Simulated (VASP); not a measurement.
Write the native input for VASP 6.6.1 that does the following.

```
Task                   : single point
Functional             : PBE
Potentials or basis    : VASP PAW PBE potentials, release 64 (Zr_sv)
Cutoff                 : 500 eV
k mesh                 : 20 × 20 × 20
Occupations            : gaussian, width 0.15 eV
Spin                   : no spin polarisation
Dipole correction      : no
Further INCAR settings : ALGO = Normal; EDIFF = 1e-06; NBANDS = 12
```

The structure of Zr lies in POSCAR:

```
Zr
1.0
   -1.6177816986      1.6177816986      2.1814168423
    1.6177816986     -1.6177816986      2.1814168423
    1.6177816986      1.6177816986     -2.1814168423
Zr
1
Direct
    0.0000000000      0.0000000000      0.0000000000
```

This cell differs from its parent crystal: volume 22.837 Å^3 an atom, c/a of the conventional cell 1.3484.

One way to write it, as run:

INCAR

```
ALGO = Normal ; EDIFF = 1E-6
ENCUT = 500 ; GGA = PE
GGA_COMPAT = False ; ISIF = 2
ISMEAR = 0 ; LASPH = True
LCHARG = False ; LREAL = False
LWAVE = False ; NBANDS = 12
NELM = 120 ; PREC = Accurate
SIGMA = 0.15
```

KPOINTS

```
k-points
0
Gamma
  20 20 20
```

Potentials or basis: VASP PAW PBE potentials, release 64 (Zr_sv).

Launch:

```sh
$ cat potpaw_PBE.64/Zr_sv/POTCAR > POTCAR
$ mpirun -np 1 vasp_std > vasp.out
```

It gave:

| Item | Value |
| --- | --- |
| Pressure | 1.5 GPa |
| Band gap on the k mesh | zero (band 6 reaches 10.01 eV, above the bottom of band 7 at 8.56 eV) |

Wall time 57 s on 1 thread of Intel(R) Xeon(R) Platinum 8488C (Sapphire Rapids) (shared host), peak memory 0.27 GiB.
